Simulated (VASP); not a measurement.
# GaAs (F-43m) in VASP: notebook

Runs on GaAs. Level: LDA. Tasks: relaxation of cell and atoms, single point.

Everything below comes from runs of VASP 6.6.1. Logs are shortened: lines on timing, memory, paths and dates and some standing lists are left out, and cuts for length are marked.

### 1 The cell of the first run

Symmetry: F-43m, No. 216, cubic system. Conventional cell: a = 5.654 Å, b = 5.654 Å, c = 5.654 Å, α = 90.00°, β = 90.00°, γ = 90.00°. Within 3.2 Å of Ga (site symmetry -43m) lie 4 As at 2.45 Å. Within 3.2 Å of As (site symmetry -43m) lie 4 Ga at 2.45 Å.

### 2 Relaxation of cell and atoms, LDA

The input, INCAR:

```
SYSTEM = GaAs
  PREC = Accurate
  ENCUT = 600
  EDIFF = 1E-6
  ISMEAR = 0
  SIGMA = 0.01
  LREAL = .FALSE.
  LASPH = .TRUE.
  NELM = 80
  ALGO = Normal
  ISIF = 3
  LWAVE = .FALSE.
  LCHARG = .FALSE.
  GGA = CA
  IBRION = 2
  NSW = 100
  EDIFFG = -0.005
```

The input, KPOINTS:

```
Automatic mesh
0
G
  12 12 12
  0 0 0
```

The input, POSCAR:

```
GaAs
1.0
    0.0000000000      2.8268500000      2.8268500000
    2.8268500000      0.0000000000      2.8268500000
    2.8268500000      2.8268500000      0.0000000000
Ga As
1 1
Direct
    0.0000000000      0.0000000000      0.0000000000
    0.7500000000      0.7500000000      0.7500000000
```

Potentials or basis: VASP PAW LDA potentials, release 64 (Ga_d, As).

Command:

```
$ cat potpaw_LDA.64/Ga_d/POTCAR potpaw_LDA.64/As/POTCAR > POTCAR
$ mpirun -np 1 vasp_std > vasp.out
```

OUTCAR:

```text
SYSTEM = GaAs
   PREC = Accurate
   ENCUT = 600
   EDIFF = 1E-6
   ISMEAR = 0
   LREAL = .FALSE.
   LASPH = .TRUE.
   NELM = 80
   ISIF = 3
   GGA = CA
   IBRION = 2
   NSW = 100
   EDIFFG = -0.005

 ion  position               nearest neighbor table
   1  0.000  0.000  0.000-   2 2.45   2 2.45   2 2.45   2 2.45
   2  0.750  0.750  0.750-   1 2.45   1 2.45   1 2.45   1 2.45

  LATTYP: Found a face centered cubic cell.
 ALAT       =     5.6537000000

  Lattice vectors:

 A1 = (   0.0000000000,   2.8268500000,   2.8268500000)
 A2 = (   2.8268500000,   0.0000000000,   2.8268500000)
 A3 = (   2.8268500000,   2.8268500000,   0.0000000000)

Analysis of symmetry for initial positions (statically):
=====================================================================
 Subroutine PRICEL returns:
 Original cell was already a primitive cell.

 Routine SETGRP: Setting up the symmetry group for a
 face centered cubic supercell.

 Subroutine GETGRP returns: Found 24 space group operations
 (whereof 24 operations were pure point group operations)
 out of a pool of 48 trial point group operations.

The static configuration has the point symmetry T_d .

Analysis of symmetry for dynamics (positions and initial velocities):
=====================================================================
 Subroutine PRICEL returns:
 Original cell was already a primitive cell.

 Routine SETGRP: Setting up the symmetry group for a
 face centered cubic supercell.

 Subroutine GETGRP returns: Found 24 space group operations
 (whereof 24 operations were pure point group operations)
 out of a pool of 48 trial point group operations.

The dynamic configuration has the point symmetry T_d .

 Subroutine INISYM returns: Found 24 space group operations
 (whereof 24 operations are pure point group operations),
 and found     1 'primitive' translations

----------------------------------------------------------------------------------------

                                     Primitive cell

  volume of cell :      45.1792

  direct lattice vectors                    reciprocal lattice vectors
     0.000000000  2.826850000  2.826850000    -0.176875321  0.176875321  0.176875321
     2.826850000  0.000000000  2.826850000     0.176875321 -0.176875321  0.176875321
     2.826850000  2.826850000  0.000000000     0.176875321  0.176875321 -0.176875321

  length of vectors
     3.997769609  3.997769609  3.997769609     0.306357042  0.306357042  0.306357042

  position of ions in fractional coordinates (direct lattice)
     0.000000000  0.000000000  0.000000000
     0.750000000  0.750000000  0.750000000

  ion indices of the primitive-cell ions
   primitive index   ion index
                 1           1
                 2           2

----------------------------------------------------------------------------------------

 KPOINTS: Automatic mesh

Automatic generation of k-mesh.
 Grid dimensions read from file:
 generate k-points for:   12   12   12

 Generating k-lattice:

  Cartesian coordinates                     Fractional coordinates (reciprocal lattice)
    -0.014739610  0.014739610  0.014739610     0.083333333  0.000000000  0.000000000
     0.014739610 -0.014739610  0.014739610     0.000000000  0.083333333  0.000000000
     0.014739610  0.014739610 -0.014739610     0.000000000  0.000000000  0.083333333

  Length of vectors
     0.025529753  0.025529753  0.025529753

  Shift w.r.t. Gamma in fractional coordinates (k-lattice)
     0.000000000  0.000000000  0.000000000

 Subroutine IBZKPT returns following result:
 ===========================================

 Found     72 irreducible k-points:

 Following reciprocal coordinates:
            Coordinates               Weight
  0.000000  0.000000  0.000000      1.000000
  0.083333  0.000000  0.000000      8.000000
  0.166667  0.000000  0.000000      8.000000
  0.250000  0.000000  0.000000      8.000000
  0.333333  0.000000  0.000000      8.000000
  0.416667  0.000000  0.000000      8.000000
[... 16 lines left out ...]
  0.500000  0.166667  0.000000     24.000000
 -0.416667  0.166667  0.000000     24.000000
 [... further k-points ...]
   k-points           NKPTS =     72   k-points in BZ     NKDIM =     72   number of bands    NBANDS=     13
   number of dos      NEDOS =    301   number of ions     NIONS =      2
   total plane-waves  NPLWV =  32768
   dimension x,y,z NGX =    32 NGY =   32 NGZ =   32
   dimension x,y,z NGXF=    64 NGYF=   64 NGZF=   64
   ions per type =               1   1
   NGX,Y,Z   is equivalent  to a cutoff of  13.31, 13.31, 13.31 a.u.
   NGXF,Y,Z  is equivalent  to a cutoff of  26.61, 26.61, 26.61 a.u.
 SYSTEM =  GaAs
   PREC   = accura    normal or accurate (medium, high low for compatibility)
   ISTART =      0    job   : 0-new  1-cont  2-samecut
   ICHARG =      2    charge: 1-file 2-atom 10-const
   ISPIN  =      1    spin polarized calculation?
   LNONCOLLINEAR =      F non collinear calculations
   LSORBIT =      F    spin-orbit coupling
   LASPH  =      T    aspherical Exc in radial PAW
   ENCUT  =  600.0 eV  44.10 Ry    6.64 a.u.   7.98  7.98  7.98*2*pi/ulx,y,z
   NELM   =     80;   NELMIN=  2; NELMDL= -5     # of ELM steps
   EDIFF  = 0.1E-05   stopping-criterion for ELM
   LREAL  =      F    real-space projection
   EDIFFG = -.5E-02   stopping-criterion for IOM
   NSW    =    100    number of steps for IOM
   IBRION =      2    ionic relax: 0-MD 1-quasi-New 2-CG
   NFREE  =      1    steps in history (QN), initial steepest desc. (CG)
   ISIF   =      3    stress and relaxation
   ISYM   =      2    0-nonsym 1-usesym 2-fastsym
   POTIM  = 0.5000    time-step for ionic-motion
   TEBEG  =    0.0;   TEEND  =   0.0 temperature during run
   PSTRESS=    0.0 pullay stress
   NELECT =      18.0000    total number of electrons
   NUPDOWN=      -1.0000    fix difference up-down
   EMIN   =  10.00;   EMAX   =-10.00  energy-range for DOS
   EFERMI =   0.00;   METHOD = LEGACY
   ISMEAR =     0;   SIGMA  =   0.01  broadening in eV -4-tet -1-fermi 0-gaus
   EFERMI_NEDOS =   21; number of points for ismear=-14 and -15
   IALGO  =     38    algorithm
   IMIX   =      4    mixing-type and parameters
     AMIX     =   0.40;   BMIX     =  1.00
     AMIX_MAG =   1.60;   BMIX_MAG =  1.00
  volume/ion in A,a.u.               =      22.59       152.44
  Fermi-wavevector in a.u.,A,eV,Ry     =   1.204628  2.276417 19.743799  1.451128
  Thomas-Fermi vector in A             =   2.340347
   LORBIT       =      0    0 simple, 1 ext, 2 COOP (PROOUT), +10 PAW based schemes
   GGA     = CA    functional components
   LHFCALC =     F    Hartree Fock is set to
   AEXX    =    0.0000 exact exchange contribution
   IVDW    =     0    specifies the selected vdW correction
   LEPSILON=     F    determine dielectric tensor
   LRPA    =     F    only Hartree local field effects (RPA)
 conjugate gradient relaxation of ions
 non-spin polarized calculation
 Gauss-broadening in eV      SIGMA  =   0.01
  energy-cutoff  :      600.00
  volume of cell :       45.18
 maximum number of plane-waves:      1540
   NGX = 15   NGY = 15   NGZ = 15

--------------------------------------- Ionic step        1  -------------------------------------------

 number of electron      18.0000011 magnetization

 Free energy of the ion-electron system (eV)
  ---------------------------------------------------
  ext. energy  EPLUGINS =         0.00000000
  ---------------------------------------------------
  free energy    TOTEN  =        -9.63701712 eV

  energy without entropy =       -9.63701712  energy(sigma->0) =       -9.63701712

 E-fermi :   3.8835     XC(G=0):  -9.9126

 val. band max:        3.7995693903   @ k =   0.0000   0.0000   0.0000
 cond. band min:       4.1319995898   @ k =   0.0000   0.0000   0.0000
 fundamental gap:      0.3324301995
 Fermi energy:         3.8834982999

 k-point     1 :       0.0000    0.0000    0.0000
  band No.  band energies     occupation
      1     -11.1274      2.00000
      2     -11.1274      2.00000
      3     -11.1274      2.00000
      4     -11.0493      2.00000
      5     -11.0493      2.00000
      6      -8.9646      2.00000
      7       3.7996      2.00000
      8       3.7996      2.00000
      9       3.7996      2.00000
     10       4.1320      0.00000
     11       7.4740      0.00000
     12       7.4740      0.00000
     13       7.4740      0.00000
[... 819 lines left out ...]
 POSITION                                       TOTAL-FORCE (eV/Angst)
 -----------------------------------------------------------------------------------
      2.79570      5.59140      2.79570         0.000000      0.000000      0.000000
      4.19355      4.19355      4.19355        -0.000000     -0.000000     -0.000000
 -----------------------------------------------------------------------------------
    total drift:                               -0.000000     -0.000000     -0.000000

  FREE ENERGIE OF THE ION-ELECTRON SYSTEM (eV)
  ---------------------------------------------------
  free  energy   TOTEN  =        -9.6411360311 eV

  energy  without entropy=       -9.6411360311  energy(sigma->0) =       -9.64113603

--------------------------------------- Ionic step        3  -------------------------------------------

 number of electron      18.0000006 magnetization

 Free energy of the ion-electron system (eV)
  ---------------------------------------------------
  ext. energy  EPLUGINS =         0.00000000
  ---------------------------------------------------
  free energy    TOTEN  =        -9.64225454 eV

  energy without entropy =       -9.64225454  energy(sigma->0) =       -9.64225454

 E-fermi :   4.1006     XC(G=0): -10.0135

 val. band max:        4.0203082575   @ k =   0.0000   0.0000   0.0000
 cond. band min:       4.5251611530   @ k =   0.0000   0.0000   0.0000
 fundamental gap:      0.5048528956
 Fermi energy:         4.1006280564

 k-point     1 :       0.0000    0.0000    0.0000
  band No.  band energies     occupation
      1     -10.9502      2.00000
      2     -10.9502      2.00000
      3     -10.9502      2.00000
      4     -10.8664      2.00000
      5     -10.8664      2.00000
      6      -8.9098      2.00000
      7       4.0203      2.00000
      8       4.0203      2.00000
      9       4.0203      2.00000
     10       4.5252      0.00000
     11       7.7002      0.00000
     12       7.7002      0.00000
     13       7.7002      0.00000
[... 390 lines left out ...]
 POSITION                                       TOTAL-FORCE (eV/Angst)
 -----------------------------------------------------------------------------------
      0.00000      0.00000      0.00000         0.000000      0.000000      0.000000
      4.20815      4.20815      4.20815        -0.000000     -0.000000     -0.000000
 -----------------------------------------------------------------------------------
    total drift:                               -0.000000     -0.000000     -0.000000

  FREE ENERGIE OF THE ION-ELECTRON SYSTEM (eV)
  ---------------------------------------------------
  free  energy   TOTEN  =        -9.6422545365 eV

  energy  without entropy=       -9.6422545365  energy(sigma->0) =       -9.64225454

 reached required accuracy - stopping structural energy minimisation
```

Run time: 42 s. Hardware: 1 thread of Intel Xeon Platinum 8559C (Emerald Rapids), shared host; peak memory 0.19 GiB.

Results:

* Free energy: -9.6423 eV
* Relaxed volume: 22.08 Å³/atom
* Relaxed cell: a = 3.967 Å, b = 3.967 Å, c = 3.967 Å, α = 60.00°, β = 60.00°, γ = 60.00°
* Space group after relaxing (to 0.05 Å): F-43m (No. 216)
* Energy gained by relaxing: 2.6 meV/atom
* Ionic steps: 3
* Pressure after relaxing: 0.0 GPa
* Band gap on the k mesh: 0.50 eV, direct

Step by step:
```
step  energy change (eV)  largest force (eV/Å)  pressure (GPa)  volume (Å³)
   1              0.0000                0.0000           -1.62        45.18
   2             -0.0041                0.0000            0.75        43.70
   3             -0.0052                0.0000            0.01        44.16
```

Final structure:
```
Ga As
1.0
     0.00000    2.80543    2.80543
     2.80543    0.00000    2.80543
     2.80543    2.80543    0.00000
Ga As
1 1
Direct
  0.00000 0.00000 0.00000
  0.75000 0.75000 0.75000
```

A k mesh can miss the band edges. Expect the measured gap to be larger: semilocal functionals such as LDA lack the derivative discontinuity.

### 3 Single point, LDA

This run uses another cell than the first one, of 21.44 Å³/atom, 0.949 times its volume.

The input, INCAR:

```
SYSTEM = GaAs
PREC     = Accurate       ! precision mode
ENCUT    = 520            ! plane-wave cutoff, eV
EDIFF    = 1E-7           ! SCF threshold, eV
ISMEAR   = 0              ! smearing method
SIGMA    = 0.01           ! smearing width, eV
LREAL    = .False.        ! projectors in reciprocal space
LASPH    = .True.         ! aspherical terms in the spheres
NELM     = 100            ! most SCF steps
ALGO     = Normal         ! electronic algorithm
ISIF     = 2              ! what is computed and relaxed
LWAVE    = .False.        ! write WAVECAR
LCHARG   = .False.        ! write CHGCAR
NBANDS   = 16             ! bands
```

The input, KPOINTS:

```
Automatic mesh
0
Gamma
  12 12 12
  0 0 0
```

The input, POSCAR:

```
GaAs
1.0
    0.0000000000      2.7778626425      2.7778626425
    2.7778626425      0.0000000000      2.7778626425
    2.7778626425      2.7778626425      0.0000000000
Ga As
1 1
Direct
    0.0000000000      0.0000000000      0.0000000000
    0.7500000000      0.7500000000      0.7500000000
```

Potentials or basis: VASP PAW LDA potentials, release 64 (Ga_d, As).

Command:

```
$ cat potpaw_LDA.64/Ga_d/POTCAR potpaw_LDA.64/As/POTCAR > POTCAR
$ mpirun -np 1 vasp_std > vasp.out
```

It took 25 s on 1 thread of AMD EPYC 9R45 (Zen 5), shared host; peak memory 0.15 GiB.

It converged, with:

```yaml
Free_energy: -9.6328 eV
Pressure: 2.4 GPa
Band_gap_on_the_k_mesh: 0.73 eV, direct
```

Levels at points of the mesh, in eV from the valence-band top:
```csv
k point,band 5,band 6,band 7,band 8,band 9,band 10,band 11,band 12,band 13,band 14
"(0.00, 0.00, 0.00)",-14.94,-13.15,0.00,0.00,0.00,0.73,3.69,3.69,3.69,7.51
"(0.50, 0.00, 0.00)",-14.94,-11.22,-6.99,-1.23,-1.23,1.01,4.60,4.60,7.61,10.61
"(0.50, 0.50, 0.00)",-14.92,-10.41,-7.13,-2.88,-2.88,1.24,1.52,10.47,10.47,11.28
```
